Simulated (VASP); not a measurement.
A run of VASP 6.6.1:

INCAR

```
SYSTEM = Ga2As
PREC = Accurate
ENCUT = 520
EDIFF = 1E-6
ISMEAR = 0
SIGMA = 0.1
LREAL = .FALSE.
LASPH = .TRUE.
NELM = 100
ALGO = Normal
ISIF = 2
LWAVE = .FALSE.
LCHARG = .FALSE.
GGA = PE
NBANDS = 22
```

KPOINTS

```
Automatic mesh
0
G
  6 6 4
  0 0 0
```

POSCAR

```
Ga2As
1.0
    3.8949204800      0.0000000000      0.0000000000
   -1.9474602400      3.3731000900      0.0000000000
    0.0000000000      0.0000000000      5.6263977400
Ga As
2 1
Direct
    0.6666666700      0.3333333300      0.0000000000
    0.3333333300      0.6666666700      0.5000000000
    0.0000000000      0.0000000000      0.5000000000
```

Potentials or basis: VASP PAW PBE potentials, release 64 (Ga_d, As).

Launch:

```console
$ cat potpaw_PBE.64/Ga_d/POTCAR potpaw_PBE.64/As/POTCAR > POTCAR
$ mpirun -np 1 vasp_std > vasp.out
```

Hardware: 1 thread of Intel(R) Xeon(R) 6975P-C (Granite Rapids), with other jobs on the host.

Problem. How long does it take, and how much memory?

Solution. Run time: 15 s on 1 thread of Intel(R) Xeon(R) 6975P-C (Granite Rapids), with other jobs on the host, peak memory 0.19 GiB. Counts: scf iterations 13, k points 21.
